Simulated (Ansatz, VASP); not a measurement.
One calculation of K, two programs

```
K
1.0
    -2.61800    2.56564    2.61800
     2.61800   -2.56564    2.61800
     2.61800    2.56564   -2.61800
K
1
Direct
  0.00000 0.00000 0.00000
```

Change from the starting cell: strain -0.0200 x Voigt [0, 1, 0, 0, 0, 0], atoms carried along.

Alike in both runs: task single point; functional LDA; k mesh 14 × 14 × 14; occupations gaussian, width 0.15 eV; no spin polarisation.

```csv
,VASP,Ansatz
version,VASP 6.6.1,Ansatz 0.2.0
potentials or method,"VASP PAW LDA potentials, release 64 (K_sv), cutoff 520 eV","scalar-relativistic, plane waves, PAW"
valence electrons in the cell,9,9
```

```tsv
	VASP	Ansatz	Ansatz less VASP
gap on the k mesh at the Fermi level (eV)	none	none	-
pressure (GPa)	-0.4	-0.3	+0.01
```

LDA's correlation is that of Perdew and Zunger in VASP and of Perdew and Wang (1992) in Ansatz. A gap of «none» marks a metal or a gap that the smearing closes.
